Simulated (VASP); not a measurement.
# Au (Fm-3m) in VASP: notebook, part 2 of 2

VASP 6.6.1.

## 4. Single point, r2SCAN

POSCAR reads:

```
Au
1.0
    0.0000000000      2.0615246536      2.0615246536
    2.0615246536      0.0000000000      2.0615246536
    2.0615246536      2.0615246536      0.0000000000
Au
1
Direct
    0.0000000000      0.0000000000      0.0000000000
```

INCAR.step1 reads:

```
SYSTEM = Au
ALGO = Normal
EDIFF = 1E-4
ENCUT = 520
GGA = PE
ISMEAR = 1
LASPH = .True.
LCHARG = .False.
LREAL = .False.
LWAVE = .True.
NBANDS = 12
NELM = 80
PREC = Accurate
SIGMA = 0.3
```

INCAR.step2 reads:

```
SYSTEM = Au
ALGO = Normal
EDIFF = 1E-6
ENCUT = 520
ISIF = 2
ISMEAR = 1
ISTART = 1
LASPH = .True.
LCHARG = .False.
LMIXTAU = .True.
LREAL = .False.
LWAVE = .False.
METAGGA = R2SCAN
NBANDS = 12
NELM = 80
PREC = Accurate
SIGMA = 0.3
```

KPOINTS reads:

```
k-points
0
Gamma
  13 13 13
  0 0 0
```

Potentials or basis: VASP PAW PBE potentials, release 64 (Au).

Started as:

```
> cat potpaw_PBE.64/Au/POTCAR > POTCAR
> cp INCAR.step1 INCAR
> mpirun -np 1 vasp_std > vasp.out
> cp INCAR.step2 INCAR
> mpirun -np 1 vasp_std > vasp.out
```

OUTCAR:

```text
SYSTEM = Au
   EDIFF = 1E-6
   ENCUT = 520
   ISIF = 2
   ISMEAR = 1
   ISTART = 1
   LASPH = .True.
   LREAL = .False.
   METAGGA = R2SCAN
   NELM = 80
   PREC = Accurate

 ion  position               nearest neighbor table
   1  0.000  0.000  0.000-

  LATTYP: Found a face centered cubic cell.
 ALAT       =     4.1230493072

  Lattice vectors:

 A1 = (   0.0000000000,   2.0615246536,   2.0615246536)
 A2 = (   2.0615246536,   0.0000000000,   2.0615246536)
 A3 = (   2.0615246536,   2.0615246536,   0.0000000000)

Analysis of symmetry for initial positions (statically):
=====================================================================
 Subroutine PRICEL returns:
 Original cell was already a primitive cell.

 Routine SETGRP: Setting up the symmetry group for a
 face centered cubic supercell.

 Subroutine GETGRP returns: Found 48 space group operations
 (whereof 48 operations were pure point group operations)
 out of a pool of 48 trial point group operations.

The static configuration has the point symmetry O_h .

Analysis of symmetry for dynamics (positions and initial velocities):
=====================================================================
 Subroutine PRICEL returns:
 Original cell was already a primitive cell.

 Routine SETGRP: Setting up the symmetry group for a
 face centered cubic supercell.

 Subroutine GETGRP returns: Found 48 space group operations
 (whereof 48 operations were pure point group operations)
 out of a pool of 48 trial point group operations.

The dynamic configuration has the point symmetry O_h .

 Subroutine INISYM returns: Found 48 space group operations
 (whereof 48 operations are pure point group operations),
 and found     1 'primitive' translations

----------------------------------------------------------------------------------------

                                     Primitive cell

  volume of cell :      17.5225

  direct lattice vectors                    reciprocal lattice vectors
     0.000000000  2.061524654  2.061524654    -0.242538938  0.242538938  0.242538938
     2.061524654  0.000000000  2.061524654     0.242538938 -0.242538938  0.242538938
     2.061524654  2.061524654  0.000000000     0.242538938  0.242538938 -0.242538938

  length of vectors
     2.915436124  2.915436124  2.915436124     0.420089763  0.420089763  0.420089763

  position of ions in fractional coordinates (direct lattice)
     0.000000000  0.000000000  0.000000000

  ion indices of the primitive-cell ions
   primitive index   ion index
                 1           1

----------------------------------------------------------------------------------------

 KPOINTS: k-points

Automatic generation of k-mesh.
 Grid dimensions read from file:
 generate k-points for:   13   13   13

 Generating k-lattice:

  Cartesian coordinates                     Fractional coordinates (reciprocal lattice)
    -0.018656841  0.018656841  0.018656841     0.076923077  0.000000000  0.000000000
     0.018656841 -0.018656841  0.018656841     0.000000000  0.076923077  0.000000000
     0.018656841  0.018656841 -0.018656841     0.000000000  0.000000000  0.076923077

  Length of vectors
     0.032314597  0.032314597  0.032314597

  Shift w.r.t. Gamma in fractional coordinates (k-lattice)
     0.000000000  0.000000000  0.000000000

 Subroutine IBZKPT returns following result:
 ===========================================

 Found     84 irreducible k-points:

 Following reciprocal coordinates:
            Coordinates               Weight
  0.000000  0.000000  0.000000      1.000000
  0.076923  0.000000  0.000000      8.000000
  0.153846  0.000000  0.000000      8.000000
  0.230769  0.000000  0.000000      8.000000
  0.307692  0.000000  0.000000      8.000000
  0.384615  0.000000  0.000000      8.000000
[... 16 lines left out ...]
  0.384615  0.153846  0.000000     24.000000
  0.461538  0.153846  0.000000     24.000000
 [... further k-points ...]
   k-points           NKPTS =     84   k-points in BZ     NKDIM =     84   number of bands    NBANDS=     12
   number of dos      NEDOS =    301   number of ions     NIONS =      1
   total plane-waves  NPLWV =  13824
   dimension x,y,z NGX =    24 NGY =   24 NGZ =   24
   dimension x,y,z NGXF=    48 NGYF=   48 NGZF=   48
   ions per type =               1
   NGX,Y,Z   is equivalent  to a cutoff of  13.69, 13.69, 13.69 a.u.
   NGXF,Y,Z  is equivalent  to a cutoff of  27.37, 27.37, 27.37 a.u.
 SYSTEM =  Au
   PREC   = accura    normal or accurate (medium, high low for compatibility)
   ISTART =      1    job   : 0-new  1-cont  2-samecut
   ICHARG =      0    charge: 1-file 2-atom 10-const
   ISPIN  =      1    spin polarized calculation?
   LNONCOLLINEAR =      F non collinear calculations
   LSORBIT =      F    spin-orbit coupling
   LASPH  =      T    aspherical Exc in radial PAW
   ENCUT  =  520.0 eV  38.22 Ry    6.18 a.u.   5.42  5.42  5.42*2*pi/ulx,y,z
   NELM   =     80;   NELMIN=  2; NELMDL=  0     # of ELM steps
   EDIFF  = 0.1E-05   stopping-criterion for ELM
   LREAL  =      F    real-space projection
   EDIFFG = 0.1E-04   stopping-criterion for IOM
   NSW    =      0    number of steps for IOM
   IBRION =     -1    ionic relax: 0-MD 1-quasi-New 2-CG
   NFREE  =      0    steps in history (QN), initial steepest desc. (CG)
   ISIF   =      2    stress and relaxation
   ISYM   =      2    0-nonsym 1-usesym 2-fastsym
   POTIM  = 0.5000    time-step for ionic-motion
   TEBEG  =    0.0;   TEEND  =   0.0 temperature during run
   PSTRESS=    0.0 pullay stress
   NELECT =      11.0000    total number of electrons
   NUPDOWN=      -1.0000    fix difference up-down
   EMIN   =  10.00;   EMAX   =-10.00  energy-range for DOS
   EFERMI =   0.00;   METHOD = LEGACY
   ISMEAR =     1;   SIGMA  =   0.30  broadening in eV -4-tet -1-fermi 0-gaus
   EFERMI_NEDOS =   21; number of points for ismear=-14 and -15
   IALGO  =     38    algorithm
   IMIX   =      4    mixing-type and parameters
     AMIX     =   0.40;   BMIX     =  1.00
     AMIX_MAG =   1.60;   BMIX_MAG =  1.00
  volume/ion in A,a.u.               =      17.52       118.25
  Fermi-wavevector in a.u.,A,eV,Ry     =   1.401761  2.648944 26.734535  1.964933
  Thomas-Fermi vector in A             =   2.524590
   LORBIT       =      0    0 simple, 1 ext, 2 COOP (PROOUT), +10 PAW based schemes
   METAGGA = R2SCAN    functional components
   LHFCALC =     F    Hartree Fock is set to
   AEXX    =    0.0000 exact exchange contribution
   IVDW    =     0    specifies the selected vdW correction
   LEPSILON=     F    determine dielectric tensor
   LRPA    =     F    only Hartree local field effects (RPA)
 non-spin polarized calculation
 Methfessel and Paxton  Order N= 1 SIGMA  =   0.30
  energy-cutoff  :      520.00
  volume of cell :       17.52
 maximum number of plane-waves:       495
 NGX is ok and might be reduce to    24
   NGX = 11   NGY = 11   NGZ = 11

 number of electron      11.0000001 magnetization

 Free energy of the ion-electron system (eV)
  ---------------------------------------------------
  ext. energy  EPLUGINS =         0.00000000
  ---------------------------------------------------
  free energy    TOTEN  =       -50.59611459 eV

  energy without entropy =      -50.59499735  energy(sigma->0) =      -50.59574218

 E-fermi :   9.0199     XC(G=0): -13.4351

 val. band max:        8.9645402881   @ k =  -0.4615   0.0769   0.0000
 cond. band min:       9.0435099964   @ k =   0.4615   0.3846   0.0000
 fundamental gap:      0.0789697084
 Fermi energy:         9.0199261375

 k-point     1 :       0.0000    0.0000    0.0000
  band No.  band energies     occupation
      1      -0.9223      2.00000
      2       4.0685      2.00000
      3       4.0685      2.00000
      4       4.0685      2.00000
      5       5.5264      2.00000
      6       5.5264      2.00000
      7      24.2193      0.00000
      8      28.1469      0.00000
      9      28.1469      0.00000
     10      28.1469      0.00000
     11      33.3324      0.00000
     12      37.4859      0.00000
[... 331 lines left out ...]
 k-point    24 :       0.4615    0.1538    0.0000
  band No.  band energies     occupation
      1       2.0574      2.00000
      2       3.7765      2.00000
      3       4.5650      2.00000
      4       4.6375      2.00000
      5       6.7516      2.00000
      6       8.5551      2.05081
      7      14.2513     -0.00000
      8      23.6719      0.00000
      9      24.6701      0.00000
     10      25.6277      0.00000
     11      34.6432      0.00000
     12      35.4044      0.00000

 [... further k-points ...]

------------------------ aborting loop because EDIFF is reached ----------------------------------------

  FORCE on cell =-STRESS in cart. coord.  units (eV):
  Direction    XX          YY          ZZ          XY          YZ          ZX
  --------------------------------------------------------------------------------------
  -------------------------------------------------------------------------------------
  Total        0.0208448      0.0208448      0.0208448      0.0000000     -0.0000000      0.0000000
  in kB        1.9059592      1.9059592      1.9059592      0.0000000     -0.0000000      0.0000000
  external PRESSURE =       1.9059592 kB  Pullay stress =       0.0000000 kB

 VOLUME and BASIS-vectors are now :
 -----------------------------------------------------------------------------
  energy-cutoff  :      520.00
  volume of cell :       17.52
      direct lattice vectors                 reciprocal lattice vectors
     0.000000000  2.061524654  2.061524654    -0.242538938  0.242538938  0.242538938
     2.061524654  0.000000000  2.061524654     0.242538938 -0.242538938  0.242538938
     2.061524654  2.061524654  0.000000000     0.242538938  0.242538938 -0.242538938

 POSITION                                       TOTAL-FORCE (eV/Angst)
 -----------------------------------------------------------------------------------
      0.00000      0.00000      0.00000        -0.000000      0.000000     -0.000000
 -----------------------------------------------------------------------------------
    total drift:                               -0.000000      0.000000      0.000000

  FREE ENERGIE OF THE ION-ELECTRON SYSTEM (eV)
  ---------------------------------------------------
  free  energy   TOTEN  =       -50.5961145907 eV

  energy  without entropy=      -50.5949973474  energy(sigma->0) =      -50.59574218
```

OUTCAR.step1:

```text
SYSTEM = Au
   EDIFF = 1E-4
   ENCUT = 520
   GGA = PE
   ISMEAR = 1
   LASPH = .True.
[... 578 lines left out ...]
 -----------------------------------------------------------------------------------
      0.00000      0.00000      0.00000         0.000000      0.000000      0.000000
 -----------------------------------------------------------------------------------
    total drift:                               -0.000000      0.000000     -0.000000

  FREE ENERGIE OF THE ION-ELECTRON SYSTEM (eV)
  ---------------------------------------------------
  free  energy   TOTEN  =        -3.2174712038 eV

  energy  without entropy=       -3.2171775742  energy(sigma->0) =       -3.21737333
```

OSZICAR.step1:

```text
N       E                     dE             d eps       ncg     rms          rms(c)
DAV:   1     0.493492060906E+02    0.49349E+02   -0.55541E+03  2072   0.815E+02
DAV:   2    -0.278047219142E+01   -0.52130E+02   -0.49189E+02  2324   0.184E+02
DAV:   3    -0.348292414348E+01   -0.70245E+00   -0.70211E+00  2448   0.207E+01
DAV:   4    -0.348531458367E+01   -0.23904E-02   -0.23903E-02  2416   0.140E+00
DAV:   5    -0.348533280155E+01   -0.18218E-04   -0.18219E-04  2436   0.117E-01    0.858E+00
DAV:   6    -0.323683118650E+01    0.24850E+00   -0.67680E-01  2220   0.664E+00    0.552E+00
DAV:   7    -0.321950472449E+01    0.17326E-01   -0.60354E-02  2396   0.200E+00    0.270E+00
DAV:   8    -0.321748744629E+01    0.20173E-02   -0.14903E-03  2236   0.326E-01    0.260E-01
DAV:   9    -0.321747120381E+01    0.16242E-04   -0.93022E-06  1488   0.279E-02
   1 F= -.32174712E+01 E0= -.32173733E+01  d E =-.293630E-03
```

It took 1.7 min on 1 thread of AMD EPYC 7R13, shared host; peak memory 0.12 GiB.

Results:

```yaml
Free_energy: -50.5961 eV
Pressure: 0.2 GPa
```

Caveat: the PAW data sets were made with another functional, which shifts forces and pressure a little; spin-orbit coupling is left out, which moves the levels of the heavy elements.

## 5. The runs side by side

| smearing | gap on the mesh (eV) | pressure (GPa) |
| --- | --- | --- |
| methfessel-paxton 0.1 eV | none | 0.1 |
| methfessel-paxton 0.2 eV | none | 0.1 |
| methfessel-paxton 0.3 eV | none | 0.2 |

Alike in all rows: task single point; level r2SCAN; potentials or basis VASP PAW PBE potentials, release 64 (Au); no spin polarisation; cell as given; k mesh 13 × 13 × 13; cutoff (eV) 520.

Every run on the cell as given and a fine mesh finds a metal.

Caveats: the PAW data sets were made with another functional, which shifts forces and pressure a little; spin-orbit coupling is left out, which moves the levels of the heavy elements.

Total energies depend on the potentials used, so only differences within one code and one set of settings carry meaning.
